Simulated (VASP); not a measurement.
Cr, 2 atoms in the cell. It takes space group P6_3/mmc (No. 194, hexagonal). The conventional cell has a = 2.714 Å, b = 2.714 Å, c = 4.410 Å, α = 90.00°, β = 90.00°, γ = 120.00°. Within 3.6 Å of Cr (site symmetry -6m2) lie 12 Cr at 2.71 Å. 

```yaml
Program: VASP 6.6.1
Task: single point
Functional: PBE
Potentials_or_basis: VASP PAW PBE potentials, release 64 (Cr_pv)
Cutoff: 520 eV
k_mesh: 11 × 11 × 6
Occupations: gaussian, width 0.027 eV
Spin: collinear spin, ferromagnetic start
Starting_moments: "[3.0, 3.0] μB"
Dipole_correction: no
Further_INCAR_settings: ALGO = Normal; EDIFF = 1e-06; NBANDS = 23
```

Potentials or basis: VASP PAW PBE potentials, release 64 (Cr_pv).

Command:

```bash
$ cat potpaw_PBE.64/Cr_pv/POTCAR > POTCAR
$ mpirun -np 1 vasp_std > vasp.out
```

Hardware: 1 thread of AMD EPYC 9R45 96-Core Processor (Zen 5), with other jobs on the host.

**Question.** How long does it take, and how much memory?

**Answer.** Wall time 65 s on 1 thread of AMD EPYC 9R45 96-Core Processor (Zen 5), with other jobs on the host, peak memory 0.16 GiB. Counts: scf iterations 31, k points 64.
